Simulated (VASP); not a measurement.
A run of VASP 6.6.1 is set up as follows.

File INCAR:

```
SYSTEM = Pt
  ALGO = Normal
  EDIFF = 1E-6
  ENCUT = 500
  GGA = PS
  GGA_COMPAT = .FALSE.
  ISIF = 2
  ISMEAR = 0
  LASPH = .TRUE.
  LCHARG = .TRUE.
  LELF = .TRUE.
  LREAL = .FALSE.
  LVHAR = .TRUE.
  LWAVE = .FALSE.
  NBANDS = 11
  NELM = 120
  PREC = Accurate
  SIGMA = 0.1
```

The input KPOINTS:

```
k-points
0
G
  18 18 18
  0 0 0
```

POSCAR

```
Pt
1.0
    0.0000000000      1.9589650553      1.9589650553
    1.9589650553      0.0000000000      1.9589650553
    1.9589650553      1.9589650553      0.0000000000
Pt
1
Direct
    0.0000000000      0.0000000000      0.0000000000
```

Potentials or basis: VASP PAW PBE potentials, release 64 (Pt).

Command:

```console
$ cat potpaw_PBE.64/Pt/POTCAR > POTCAR
$ mpirun -np 1 vasp_std > vasp.out
```

(1) What does it give for the pressure?

(2) Predict the band gap on the k mesh.

Results:

(1) -0.4 GPa.

(2) zero (band 5 reaches 11.65 eV, above the bottom of band 6 at 9.41 eV).

Caveat: the PAW data sets were made with another functional, which shifts forces and pressure a little; spin-orbit coupling is left out, which moves the levels of the heavy elements.
